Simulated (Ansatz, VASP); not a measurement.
## Cu5Mo in VASP and in Ansatz

```
Cu Mo
1.0
     0.00000    3.38379    3.38379
     3.38379    0.00000    3.38379
     3.38379    3.38379    0.00000
Cu Mo
5 1
Direct
  0.25000 0.25000 0.25000
  0.12533 0.62489 0.62489
  0.62489 0.62489 0.62489
  0.62489 0.62489 0.12533
  0.62489 0.12533 0.62489
  0.00000 0.00000 0.00000
```

Change from the starting cell: species swapped into the DyCu5 type (F-43m, No. 216).

Alike in both runs: functional PBE; k mesh 10 × 10 × 10; occupations gaussian, width 0.1 eV; collinear spin.

Ansatz relaxed the structure, and its values are those at the end. VASP's run is a single point on that final structure, the one shown.

```csv
,VASP,Ansatz
version,VASP 6.6.1,Ansatz 0.2.0
potentials or method,"VASP PAW PBE potentials, release 64 (Cu, Mo_sv), cutoff 520 eV","scalar-relativistic, plane waves, PAW"
valence electrons in the cell,69,109
```

Ansatz gave:

* gap on the k mesh at the Fermi level (eV): none
* pressure (GPa): 0.0
* net moment per atom (μB): 0.31
* size of the moment on the site where the two differ most (μB): 1.35

**Question.** What did VASP give for the same quantities?

**Answer.** gap on the k mesh at the Fermi level (eV): none; pressure (GPa): 0.7; net moment per atom (μB): 0.33; size of the moment on the site where the two differ most (μB): 1.55.

Site moments also hang on the region over which each program counts them. A gap of «none» marks a metal or a gap that the smearing closes. With one functional, cell and mesh, what is left measures potentials, basis and numerics. VASP's potentials hold 69 valence electrons a cell and Ansatz's 109, so a difference there can come from the potentials and not from the codes.
